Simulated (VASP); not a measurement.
Wanted: the native input for a VASP 6.6.1 run.

| Property | Result |
| --- | --- |
| Task | single point |
| Functional | PBE |
| Potentials or basis | VASP PAW PBE potentials, release 64 (Sb) |
| Cutoff | 520 eV |
| k mesh | 9 × 9 × 5 |
| Occupations | gaussian, width 0.027 eV |
| Spin | no spin polarisation |
| Dipole correction | no |
| Further INCAR settings | ALGO = Normal; EDIFF = 1e-07; NBANDS = 12 |

The structure of Sb lies in POSCAR:

```
Sb
1.0
    3.3545324186      0.0000000000      0.0000000000
   -1.6772662093      2.9051102923      0.0000000000
    0.0000000000      0.0000000000      5.4701606500
Sb
2
Direct
    0.6666666667      0.3333333333      0.7500000000
    0.3333333333      0.6666666667      0.2500000000
```

These files were run (other wordings do the same):

INCAR

```
  ALGO = Normal
  EDIFF = 1E-7
  ENCUT = 520
  GGA = PE
  ISIF = 2
  ISMEAR = 0
  LASPH = True
  LCHARG = False
  LREAL = False
  LWAVE = False
  NBANDS = 12
  NELM = 80
  PREC = Accurate
  SIGMA = 0.027000000000000003
```

KPOINTS

```
k-points
0
Gamma
  9 9 5
```

Potentials or basis: VASP PAW PBE potentials, release 64 (Sb).

The run is started by

```console
$ cat potpaw_PBE.64/Sb/POTCAR > POTCAR
$ mpirun -np 1 vasp_std > vasp.out
```

It gave:

```json
{"Pressure": "1.3 GPa", "Band gap on the k mesh": "zero (band 5 reaches 12.82 eV, above the bottom of band 6 at 5.89 eV)"}
```

Caveat: spin-orbit coupling is left out, which moves the levels of the heavy elements.

It took 15 s on 1 thread of Intel(R) Xeon(R) 6975P-C (Granite Rapids), on a shared host, peak memory 0.17 GiB.
